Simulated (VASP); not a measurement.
Input of a VASP 6.6.1 run:

INCAR

```
PREC = Accurate
ENCUT = 520
EDIFF = 1E-6
ISMEAR = 1
SIGMA = 0.05
LREAL = F
LASPH = T
NELM = 80
ALGO = Normal
ISIF = 2
LWAVE = F
LCHARG = F
GGA = CA
NBANDS = 11
```

File KPOINTS:

```
Automatic mesh
0
Gamma
  14 14 8
```

Contents of POSCAR:

```
C
1.0
    2.1460641860     -1.2391048694      0.0000000000
    2.1460641860      1.2391048694      0.0000000000
   -1.3912206493      0.0000000000      3.5336936093
C
2
Direct
    0.8333555300      0.8333555300      0.0000930400
    0.1666444700      0.1666444700      0.9999069600
```

Potentials or basis: VASP PAW LDA potentials, release 64 (C).

Launch:

```console
$ cat potpaw_LDA.64/C/POTCAR > POTCAR
$ mpirun -np 1 vasp_std > vasp.out
```

**Question.** Estimate the pressure.

**Answer.** -10.0 GPa.

**Question.** What does it give for the largest force?

**Answer.** 0.005 eV/Å.

**Question.** What does it give for the band gap on the k mesh?

**Answer.** 0.76 eV, indirect (least direct gap 0.78 eV).

Stress tensor (GPa, compression positive):
```
-14.40   0.00  -0.03
  0.00 -14.45   0.00
 -0.03   0.00  -1.19
```

A k mesh can miss the band edges.
